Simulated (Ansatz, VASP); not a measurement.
Mo in VASP and in Ansatz

INCAR

```
AGGAC = 1.0
AGGAX = 1.0
ALDAC = 0.0
ALDAX = 1.0
ALGO = Normal
EDIFF = 1E-7
ENCUT = 520
GGA = B5
ISIF = 2
ISMEAR = -1
LASPH = True
LCHARG = False
LREAL = False
LWAVE = False
NBANDS = 13
NELM = 100
PREC = Accurate
SIGMA = 0.1
```

KPOINTS

```
k-points
0
Gamma
  23 23 23
```

POSCAR

```
Mo
1.0
   -1.6432607661      1.6432607661      1.6432607661
    1.6432607661     -1.6432607661      1.6432607661
    1.6432607661      1.6432607661     -1.6432607661
Mo
1
Direct
    0.0000000000      0.0000000000      0.0000000000
```

Input for Ansatz:

```yaml
crystal:
  lattice:
    - [-1.6432607661, 1.6432607661, 1.6432607661]
    - [1.6432607661, -1.6432607661, 1.6432607661]
    - [1.6432607661, 1.6432607661, -1.6432607661]
  atoms:
    - { symbol: Mo, position: [0.0, 0.0, 0.0] }
hamiltonian:
  xc: blyp
  pseudopotentials:
    kind: paw
    azcp:
      Mo: "pseudopotentials/Mo.paw.azcp"
basis:
  ecutwfc: 420
  fft_grid_basis: typed
kpoints:
  mp_grid: { grid: [23, 23, 23], shift: [0, 0, 0] }
magnetization:
  spin_polarized: false
scf:
  occupations: { method: fermi_dirac, width: 0.1 }
output:
  stress: true
```

Alike in both runs: task single point; functional BLYP; k mesh 23 × 23 × 23; occupations fermi-dirac, width 0.1 eV; no spin polarisation.

|  | VASP | Ansatz |
| --- | --- | --- |
| version | VASP 6.6.1 | Ansatz 0.2.0 |
| potentials or method | VASP PAW PBE potentials, release 64 (Mo_sv), cutoff 520 eV | plane waves (420 eV) with PAW, scalar-relativistic |
| valence electrons in the cell | 14 | 14 |

Ansatz gave:

```
pressure (GPa) : -15.4
```

Which values does VASP return?

Pressure (GPa): -14.7.

VASP's potentials were made for PBE, not for BLYP.
